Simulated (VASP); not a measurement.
Mg2Cl:

```
Mg Cl
1.0
    -1.71013    1.71013    6.09141
     1.71013   -1.71013    6.09141
     1.71013    1.71013   -6.09141
Mg Cl
2 1
Direct
  0.36500 0.36500 0.00000
  0.63500 0.63500 0.00000
  0.00000 0.00000 0.00000
```

| Property | Result |
| --- | --- |
| Program | VASP 6.6.1 |
| Task | relaxation of cell and atoms |
| Functional | PBE |
| Potentials or basis | VASP PAW PBE potentials, release 64 (Mg, Cl) |
| Cutoff | 600 eV |
| k mesh | 8 × 8 × 8 |
| Occupations | gaussian, width 0.1 eV |
| Spin | no spin polarisation |

At the start: pressure -0.2 GPa; volume 23.75 Å³/atom.

Where does the relaxation end?

Over 10 steps the energy falls by 207.9 meV/atom and the volume is 22.21 Å³/atom (-6.5 %); space group I4/mmm (No. 139, to 0.1 Å) before and after.

The path:
| step | energy change (eV) | largest force (eV/Å) | pressure (GPa) | volume (Å³) |
| --- | --- | --- | --- | --- |
| 1 | 0.0000 | 1.2046 | -0.15 | 71.26 |
| 2 | -0.1399 | 1.0601 | -0.64 | 71.02 |
| 3 | -0.4511 | 0.7383 | -1.67 | 70.24 |
| 4 | -0.3646 | 0.6593 | 0.73 | 68.35 |
| 5 | -0.5451 | 0.1990 | -1.27 | 69.46 |
| 6 | -0.6038 | 0.2269 | 0.87 | 65.35 |
| 7 | -0.6059 | 0.1419 | 0.48 | 65.96 |
| 8 | -0.6208 | 0.0976 | -0.18 | 67.15 |
| 9 | -0.6216 | 0.0858 | -0.36 | 67.50 |
| 10 | -0.6238 | 0.0390 | 0.02 | 66.64 |

Final structure:
```yaml
crystal:
  lattice:
    - [-1.68167, 1.68167, 5.89108]
    - [1.68167, -1.68167, 5.89108]
    - [1.68167, 1.68167, -5.89108]
  atoms:
    - { symbol: Mg, position: [0.33110, 0.33110, 0.00000] }
    - { symbol: Mg, position: [0.66890, 0.66890, 0.00000] }
    - { symbol: Cl, position: [0.00000, 0.00000, 0.00000] }
```
